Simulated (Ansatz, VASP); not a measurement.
# TiB2: VASP beside Ansatz

The input INCAR:

```
  PREC = Accurate
  ENCUT = 520
  EDIFF = 1E-7
  ISMEAR = -1
  SIGMA = 0.03
  LREAL = F
  LASPH = T
  NELM = 80
  ALGO = Normal
  ISIF = 2
  LWAVE = F
  LCHARG = F
  GGA = PS
  NBANDS = 16
```

Contents of KPOINTS:

```
Automatic mesh
0
Gamma
  14 14 11
```

File POSCAR:

```
TiB2
1.0
    2.9686142376      0.0000000000      0.0000000000
   -1.4843071188      2.5708953438      0.0000000000
    0.0000000000      0.0000000000      3.2284000000
Ti B
1 2
Direct
    0.0000000000      0.0000000000      0.0000000000
    0.3333333333      0.6666666667      0.5000000000
    0.6666666667      0.3333333333      0.5000000000
```

Input for Ansatz:

```yaml
crystal:
  lattice:
    - [2.9686142376, 0.0, 0.0]
    - [-1.4843071188, 2.5708953438, 0.0]
    - [0.0, 0.0, 3.2284]
  atoms:
    - { symbol: Ti, position: [0.0, 0.0, 0.0] }
    - { symbol: B, position: [0.3333333333, 0.6666666667, 0.5] }
    - { symbol: B, position: [0.6666666667, 0.3333333333, 0.5] }
kpoints:
  mp_grid: { grid: [14, 14, 11] }
  band_path:
    path:
      - [0.0, 0.0, 0.0]
      - [0.5, 0.0, 0.0]
      - [0.3333333333, 0.3333333333, 0.0]
      - [0.0, 0.0, 0.0]
      - [0.0, 0.0, 0.5]
      - [0.5, 0.0, 0.5]
      - [0.3333333333, 0.3333333333, 0.5]
      - [0.0, 0.0, 0.5]
      - [0.5, 0.0, 0.5]
    npoints: 5
scf:
  occupations: { method: fermi_dirac, width: 0.03 }
hamiltonian:
  xc: pbesol
  pseudopotentials: { kind: all_electron, lapw: { basis_error: 0.001 } }
output:
  forces: true
  stress: true
  eigenvalues: true
```

Change from the starting cell: equal xx and yy strain of -2 %.

Alike in both runs: task single point; functional PBEsol; k mesh 14 × 14 × 11; occupations fermi-dirac, width 0.03 eV; no spin polarisation.

```csv
,VASP,Ansatz
version,VASP 6.6.1,Ansatz 0.2.0
potentials or method,"VASP PAW PBE potentials, release 64 (Ti_sv, B), cutoff 520 eV","all-electron LAPW, scalar-relativistic"
```

Ansatz gave:

```
pressure (GPa)                                                : 6.5
traceless stress, the component that is largest in VASP (GPa) : -9.49
```

Problem. Which values does VASP return?

Solution. Pressure (GPa): 6.9; traceless stress, the component that is largest in VASP (GPa): -9.61.

VASP's potentials were made for PBE, not for PBEsol. Ansatz ran all-electron here, and VASP with PAW potentials.
